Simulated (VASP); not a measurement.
A run of VASP 6.6.1 is set up as follows.

Contents of INCAR:

```
PREC = Accurate
ENCUT = 520
EDIFF = 1E-6
ISMEAR = 0
SIGMA = 0.02
LREAL = Auto
LASPH = T
NELM = 80
ALGO = Normal
ISIF = 2
LWAVE = F
LCHARG = T
GGA = PE
LELF = T
LVHAR = T
NBANDS = 66
```

File KPOINTS:

```
regular mesh
0
Gamma
  5 5 4
```

File POSCAR:

```
SiC7
1.0
   -3.8287890000     -3.7845240000     -0.0018840000
    0.0111400000      3.7752690000      3.8232490000
   -3.8249380000      3.7788060000     -3.8379070000
C Si
21 3
Direct
    0.5220235387      0.0166092151      0.0237121795
    0.9995872136      0.9915210325      0.0061680601
    0.8362099947      0.1766241508      0.6684950783
    0.6756507800      0.3374587971      0.3495034278
    0.1589548412      0.3312439454      0.3333870607
    0.9724461808      0.4817209186      0.0087432019
    0.8480423400      0.6744265477      0.6579216846
    0.3230193224      0.6748279942      0.6269965419
    0.6740150446      0.8392249723      0.3428057426
    0.1605636644      0.8291871967      0.3219560134
    0.3175553941      0.1236333666      0.9399070799
    0.8333686141      0.1694158218      0.9225053158
    0.6987416751      0.3521781783      0.5847600408
    0.1491928990      0.3475907781      0.5703751218
    0.5066042364      0.5022966647      0.2856449013
    0.9935528631      0.4975630267      0.2456893458
    0.8609695120      0.6821744901      0.9037869289
    0.6729022654      0.8447410805      0.5774167553
    0.1549818876      0.8181918239      0.5523617653
    0.5088089291      0.0044724226      0.2591110136
    0.9961466358      0.9954429876      0.2481997635
    0.3326172857      0.1699421967      0.6672351350
    0.5188745842      0.4819994114      0.0148641365
    0.3150834055      0.6816371833      0.8994444135
```

Potentials or basis: VASP PAW PBE potentials, release 64 (C, Si).

The run is started by

```sh
$ cat potpaw_PBE.64/C/POTCAR potpaw_PBE.64/Si/POTCAR > POTCAR
$ mpirun -np 1 vasp_std > vasp.out
```

(1) What does it give for the largest force?

(2) What does it give for the pressure?

Results:

(1) 0.040 eV/Å.

(2) 0.1 GPa.
